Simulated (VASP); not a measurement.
LiAg3Cl3:

```
CELL_PARAMETERS angstrom
5.79834 0.00000 0.00000
0.00000 3.36878 0.00000
-2.89917 0.00000 5.02151
ATOMIC_POSITIONS crystal
Li 0.66670 0.50000 0.33330
Ag 0.19129 0.50000 0.80871
Ag 0.61742 0.50000 0.80871
Ag 0.80871 0.00000 0.19129
Cl 0.19129 0.50000 0.38258
Cl 0.80871 0.00000 0.61742
Cl 0.38258 0.00000 0.19129
```

The cell was built from a structure type or drawn by symmetry, and may not be a known phase.

| Quantity | Value |
| --- | --- |
| Program | VASP 6.6.1 |
| Task | relaxation of cell and atoms |
| Functional | PBE |
| Potentials or basis | VASP PAW PBE potentials, release 64 (Li_sv, Ag, Cl) |
| Cutoff | 600 eV |
| k mesh | 3 × 6 × 3 |
| Occupations | gaussian, width 0.1 eV |
| Spin | no spin polarisation |

At the start: pressure 45.6 GPa; volume 14.01 Å³/atom.

Question: How do energy, volume and symmetry change on relaxing?

Answer: Over 80 steps the energy falls by 1006.3 meV/atom and the volume is 20.35 Å³/atom (+45.3 %); space group Pm (No. 6, to 0.1 Å) before and after.

Step by step:
```tsv
step	energy change (eV)	largest force (eV/Å)	pressure (GPa)	volume (Å³)
1	0.0000	3.7823	45.62	98.09
3	-5.5561	1.4233	0.04	146.49
5	-5.5690	1.3927	-0.75	149.56
7	-6.1426	0.4198	1.76	144.97
9	-6.3369	0.3085	0.32	152.68
11	-6.4609	0.2847	-0.87	159.80
13	-6.5135	0.3080	-0.05	157.63
15	-6.6055	0.2826	-0.01	155.11
17	-6.6511	0.1508	-0.13	153.79
19	-6.6703	0.2229	0.91	148.53
21	-6.6799	0.1734	0.41	150.30
23	-6.6913	0.2168	-0.36	151.81
25	-6.7214	0.2400	-0.17	149.41
27	-6.7298	0.3626	0.05	147.64
29	-6.7836	0.4164	0.19	145.33
31	-6.8109	0.4666	0.51	143.21
33	-6.8648	0.2410	-0.77	147.20
35	-6.8885	0.1586	0.29	144.67
37	-6.9030	0.1174	-0.12	146.40
39	-6.9071	0.1031	0.10	145.84
41	-6.9116	0.0776	-0.27	146.76
43	-6.9153	0.1093	0.10	145.49
45	-6.9181	0.1253	0.18	145.23
47	-6.9261	0.1484	0.09	145.47
49	-6.9327	0.0915	-0.12	146.01
51	-6.9381	0.1050	-0.16	146.16
53	-6.9410	0.1101	0.08	145.46
55	-6.9502	0.2035	0.04	145.69
57	-6.9518	0.2546	0.04	145.79
59	-6.9604	0.2071	-0.01	146.12
61	-6.9721	0.2139	-0.02	146.50
63	-6.9690	0.2893	0.49	145.96
65	-6.9897	0.0980	-0.12	147.05
67	-6.9987	0.1312	-0.21	146.86
69	-7.0148	0.1546	0.02	144.88
71	-7.0236	0.1322	-0.19	144.36
73	-7.0332	0.1340	0.10	142.57
75	-7.0385	0.0774	0.02	142.94
77	-7.0415	0.0631	-0.03	143.11
79	-7.0438	0.0401	0.07	142.80
80	-7.0440	0.0368	0.17	142.48
```

Final structure:
```
Li Ag Cl
1.0
     6.01766    0.00000   -1.31830
     0.00000    3.41045    0.00000
    -4.02147    0.00000    7.82332
Li Ag Cl
1 3 3
Cartesian
  2.4655 1.7052 2.1983
  -1.6189 1.7052 6.7174
  0.5526 1.7052 5.0451
  4.6462 0.0000 -0.4423
  -1.2076 1.7052 2.9333
  2.4223 0.0000 4.0147
  1.4001 0.0000 0.7772
```

Caveat: the k points lie up to 0.34 Å⁻¹ apart in the final cell, too coarse for converged energies and pressures of a metal; the cutoff is under 1.25 times the usual one of these potentials, so pressure, stress and relaxed cells hold a basis-set (Pulay) error; the volume moved by over 15 % at a fixed basis, so the end points are rough; an odd number of electrons without spin polarisation forces a metal; a magnetic or distorted state may lie lower.
